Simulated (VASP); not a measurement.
# BiF3 in VASP: single point with PBE

Aim: the single point of BiF3 with PBE.

All numbers are computed with VASP 6.6.1; they aren't measurements. Logs are shortened: lines on timing, memory, paths and dates and some standing lists are left out, and cuts for length are marked.

## Step 1: The cell of the first run

The cell holds a molecule in a box, 4 atoms: a = 11.610 Å, b = 12.020 Å, c = 10.030 Å, α = 90.00°, β = 90.00°, γ = 90.00°.

## Step 2: Single point, PBE

The input, INCAR:

```
  PREC = Accurate
  ENCUT = 1010
  EDIFF = 1E-6
  ISMEAR = 0
  SIGMA = 0.01
  LREAL = False
  LASPH = True
  NELM = 120
  ALGO = Normal
  ISIF = 2
  LWAVE = False
  LCHARG = False
  GGA = PE
  NBANDS = 26
  GGA_COMPAT = False
  NELMDL = -8
```

The input, KPOINTS:

```
Automatic mesh
0
Gamma
  1 1 1
```

The input, POSCAR:

```
BiF3
1.0
   11.6100000000      0.0000000000      0.0000000000
    0.0000000000     12.0200000000      0.0000000000
    0.0000000000      0.0000000000     10.0300000000
Bi F
1 3
Direct
    0.4625925900      0.4998419300      0.5511764700
    0.6125839800      0.4998419300      0.4486540400
    0.3875969000      0.6253078200      0.4486540400
    0.3875969000      0.3743760400      0.4486540400
```

Potentials or basis: VASP PAW PBE potentials, release 64 (Bi_d, F_h).

Started as:

```sh
$ cat potpaw_PBE.64/Bi_d/POTCAR potpaw_PBE.64/F_h/POTCAR > POTCAR
$ mpirun -np 1 vasp_gam > vasp.out
```

OUTCAR:

```text
PREC = Accurate
   ENCUT = 1010
   EDIFF = 1E-6
   ISMEAR = 0
   LREAL = False
   LASPH = True
   NELM = 120
   ISIF = 2
   GGA = PE
   NELMDL = -8

 ion  position               nearest neighbor table
   1  0.463  0.500  0.551-   2 2.02   3 2.02   4 2.02
   2  0.613  0.500  0.449-   1 2.02
   3  0.388  0.625  0.449-   1 2.02
   4  0.388  0.374  0.449-   1 2.02

  LATTYP: Found a simple orthorhombic cell.
 ALAT       =    10.0300000000
 B/A-ratio  =     1.1575274177
 C/A-ratio  =     1.1984047856

  Lattice vectors:

 A1 = (   0.0000000000,   0.0000000000,  10.0300000000)
 A2 = (  11.6100000000,   0.0000000000,   0.0000000000)
 A3 = (   0.0000000000,  12.0200000000,   0.0000000000)

Analysis of symmetry for initial positions (statically):
=====================================================================
 Subroutine PRICEL returns:
 Original cell was already a primitive cell.

 Routine SETGRP: Setting up the symmetry group for a
 simple orthorhombic supercell.

 Subroutine GETGRP returns: Found  2 space group operations
 (whereof  1 operations were pure point group operations)
 out of a pool of  8 trial point group operations.

The static configuration has the point symmetry C_1 .
 The point group associated with its full space group is C_1h.

Analysis of symmetry for dynamics (positions and initial velocities):
=====================================================================
 Subroutine PRICEL returns:
 Original cell was already a primitive cell.

 Routine SETGRP: Setting up the symmetry group for a
 simple orthorhombic supercell.

 Subroutine GETGRP returns: Found  2 space group operations
 (whereof  1 operations were pure point group operations)
 out of a pool of  8 trial point group operations.

The dynamic configuration has the point symmetry C_1 .
 The point group associated with its full space group is C_1h.

 Subroutine INISYM returns: Found  2 space group operations
 (whereof  1 operations are pure point group operations),
 and found     1 'primitive' translations

----------------------------------------------------------------------------------------

                                     Primitive cell

  volume of cell :    1399.7086

  direct lattice vectors                    reciprocal lattice vectors
    11.610000000  0.000000000  0.000000000     0.086132644  0.000000000  0.000000000
     0.000000000 12.020000000  0.000000000     0.000000000  0.083194676  0.000000000
     0.000000000  0.000000000 10.030000000     0.000000000  0.000000000  0.099700897

  length of vectors
    11.610000000 12.020000000 10.030000000     0.086132644  0.083194676  0.099700897

  position of ions in fractional coordinates (direct lattice)
     0.462592590  0.499841930  0.551176470
     0.612583980  0.499841930  0.448654040
     0.387596900  0.625307820  0.448654040
     0.387596900  0.374376040  0.448654040

  ion indices of the primitive-cell ions
   primitive index   ion index
                 1           1
                 2           2
                 3           3
                 4           4

----------------------------------------------------------------------------------------

 KPOINTS: Automatic mesh

Automatic generation of k-mesh.
 Grid dimensions read from file:
 generate k-points for:    1    1    1

 Generating k-lattice:

  Cartesian coordinates                     Fractional coordinates (reciprocal lattice)
     0.086132644  0.000000000  0.000000000     1.000000000  0.000000000  0.000000000
     0.000000000  0.083194676  0.000000000     0.000000000  1.000000000  0.000000000
     0.000000000  0.000000000  0.099700897     0.000000000  0.000000000  1.000000000

  Length of vectors
     0.086132644  0.083194676  0.099700897

  Shift w.r.t. Gamma in fractional coordinates (k-lattice)
     0.000000000  0.000000000  0.000000000

 Subroutine IBZKPT returns following result:
 ===========================================

 Found      1 irreducible k-points:

 Following reciprocal coordinates:
            Coordinates               Weight
  0.000000  0.000000  0.000000      1.000000
   k-points           NKPTS =      1   k-points in BZ     NKDIM =      1   number of bands    NBANDS=     26
   number of dos      NEDOS =    301   number of ions     NIONS =      4
   total plane-waves  NPLWV = ******
   dimension x,y,z NGX =   120 NGY =  126 NGZ =  108
   dimension x,y,z NGXF=   240 NGYF=  252 NGZF=  216
   ions per type =               1   3
   NGX,Y,Z   is equivalent  to a cutoff of  17.18, 17.43, 17.90 a.u.
   NGXF,Y,Z  is equivalent  to a cutoff of  34.37, 34.85, 35.80 a.u.
 SYSTEM =  unknown system
   PREC   = accura    normal or accurate (medium, high low for compatibility)
   ISTART =      0    job   : 0-new  1-cont  2-samecut
   ICHARG =      2    charge: 1-file 2-atom 10-const
   ISPIN  =      1    spin polarized calculation?
   LNONCOLLINEAR =      F non collinear calculations
   LSORBIT =      F    spin-orbit coupling
   LASPH  =      T    aspherical Exc in radial PAW
   ENCUT  = 1010.0 eV  74.23 Ry    8.62 a.u.  30.08 31.15 25.99*2*pi/ulx,y,z
   NELM   =    120;   NELMIN=  2; NELMDL= -8     # of ELM steps
   EDIFF  = 0.1E-05   stopping-criterion for ELM
   LREAL  =      F    real-space projection
   EDIFFG = 0.1E-04   stopping-criterion for IOM
   NSW    =      0    number of steps for IOM
   IBRION =     -1    ionic relax: 0-MD 1-quasi-New 2-CG
   NFREE  =      0    steps in history (QN), initial steepest desc. (CG)
   ISIF   =      2    stress and relaxation
   ISYM   =      2    0-nonsym 1-usesym 2-fastsym
   POTIM  = 0.5000    time-step for ionic-motion
   TEBEG  =    0.0;   TEEND  =   0.0 temperature during run
   PSTRESS=    0.0 pullay stress
   NELECT =      36.0000    total number of electrons
   NUPDOWN=      -1.0000    fix difference up-down
   EMIN   =  10.00;   EMAX   =-10.00  energy-range for DOS
   EFERMI =   0.00;   METHOD = LEGACY
   ISMEAR =     0;   SIGMA  =   0.01  broadening in eV -4-tet -1-fermi 0-gaus
   EFERMI_NEDOS =   21; number of points for ismear=-14 and -15
   IALGO  =     38    algorithm
   IMIX   =      4    mixing-type and parameters
     AMIX     =   0.40;   BMIX     =  1.00
     AMIX_MAG =   1.60;   BMIX_MAG =  1.00
  volume/ion in A,a.u.               =     349.93      2361.42
  Fermi-wavevector in a.u.,A,eV,Ry     =   0.483240  0.913192  3.177248  0.233521
  Thomas-Fermi vector in A             =   1.482298
   LORBIT       =      0    0 simple, 1 ext, 2 COOP (PROOUT), +10 PAW based schemes
   GGA     = PE    functional components
   LHFCALC =     F    Hartree Fock is set to
   AEXX    =    0.0000 exact exchange contribution
   IVDW    =     0    specifies the selected vdW correction
   LEPSILON=     F    determine dielectric tensor
   LRPA    =     F    only Hartree local field effects (RPA)
 non-spin polarized calculation
 Gauss-broadening in eV      SIGMA  =   0.01
  energy-cutoff  :     1010.00
  volume of cell :     1399.71
 maximum number of plane-waves:     50975
   NGX = 61   NGY = 63   NGZ = 51

 number of electron      35.9999998 magnetization

 Free energy of the ion-electron system (eV)
  ---------------------------------------------------
  ext. energy  EPLUGINS =         0.00000000
  ---------------------------------------------------
  free energy    TOTEN  =       -17.54355972 eV

  energy without entropy =      -17.54355972  energy(sigma->0) =      -17.54355972

 E-fermi :  -8.1556     XC(G=0):  -0.8969

 val. band max:       -8.2408930373   @ k =   0.0000   0.0000   0.0000
 cond. band min:      -2.2071328682   @ k =   0.0000   0.0000   0.0000
 fundamental gap:      6.0337601690
 Fermi energy:        -8.1555854968

 k-point     1 :       0.0000    0.0000    0.0000
  band No.  band energies     occupation
      1     -29.6515      2.00000
      2     -29.6505      2.00000
      3     -28.7235      2.00000
      4     -28.6099      2.00000
      5     -28.6097      2.00000
      6     -28.2104      2.00000
      7     -26.8351      2.00000
      8     -26.8335      2.00000
      9     -15.7794      2.00000
     10     -10.3246      2.00000
     11     -10.3230      2.00000
     12      -9.7036      2.00000
     13      -9.0047      2.00000
     14      -9.0033      2.00000
     15      -8.7767      2.00000
     16      -8.7747      2.00000
     17      -8.6844      2.00000
     18      -8.2409      2.00000
     19      -2.2071      0.00000
     20      -2.2063      0.00000
     21      -1.9341      0.00000
     22      -0.1499      0.00000
     23       1.0851      0.00000
     24       1.1427      0.00000
     25       1.1952      0.00000
     26       1.2668      0.00000

------------------------ aborting loop because EDIFF is reached ----------------------------------------

  FORCE on cell =-STRESS in cart. coord.  units (eV):
  Direction    XX          YY          ZZ          XY          YZ          ZX
  --------------------------------------------------------------------------------------
  -------------------------------------------------------------------------------------
  Total       -0.0143639     -0.0202664     -0.0419183      0.0000000      0.0000000     -0.0051163
  in kB       -0.0164417     -0.0231979     -0.0479818      0.0000000      0.0000000     -0.0058564
  external PRESSURE =      -0.0292072 kB  Pullay stress =       0.0000000 kB

 VOLUME and BASIS-vectors are now :
 -----------------------------------------------------------------------------
  energy-cutoff  :     1010.00
  volume of cell :     1399.71
      direct lattice vectors                 reciprocal lattice vectors
    11.610000000  0.000000000  0.000000000     0.086132644  0.000000000  0.000000000
     0.000000000 12.020000000  0.000000000     0.000000000  0.083194676  0.000000000
     0.000000000  0.000000000 10.030000000     0.000000000  0.000000000  0.099700897

 POSITION                                       TOTAL-FORCE (eV/Angst)
 -----------------------------------------------------------------------------------
      5.37070      6.00810      5.52830        -0.006569      0.000000      0.115529
      7.11210      6.00810      4.50000         0.010769      0.000000     -0.039854
      4.50000      7.51620      4.50000        -0.002100      0.005544     -0.037837
      4.50000      4.50000      4.50000        -0.002100     -0.005544     -0.037837
 -----------------------------------------------------------------------------------
    total drift:                                0.000330      0.000008      0.001550

  FREE ENERGIE OF THE ION-ELECTRON SYSTEM (eV)
  ---------------------------------------------------
  free  energy   TOTEN  =       -17.5435597206 eV

  energy  without entropy=      -17.5435597206  energy(sigma->0) =      -17.54355972
```

Wall time 4.8 min (1 thread of Intel Xeon 6975P-C (Granite Rapids), shared host); peak memory 2.2 GiB.

Results:

| Property | Result |
| --- | --- |
| Free energy | -17.5436 eV |
| Largest force | 0.116 eV/Å |
| Gap between the frontier levels | 6.03 eV |

Forces on the atoms (eV/Å):
```
Bi  -0.007  0.000  0.116
F    0.011  0.000 -0.040
F   -0.002  0.006 -0.038
F   -0.002 -0.006 -0.038
```

Caveat: spin-orbit coupling is left out, which moves the levels of the heavy elements.
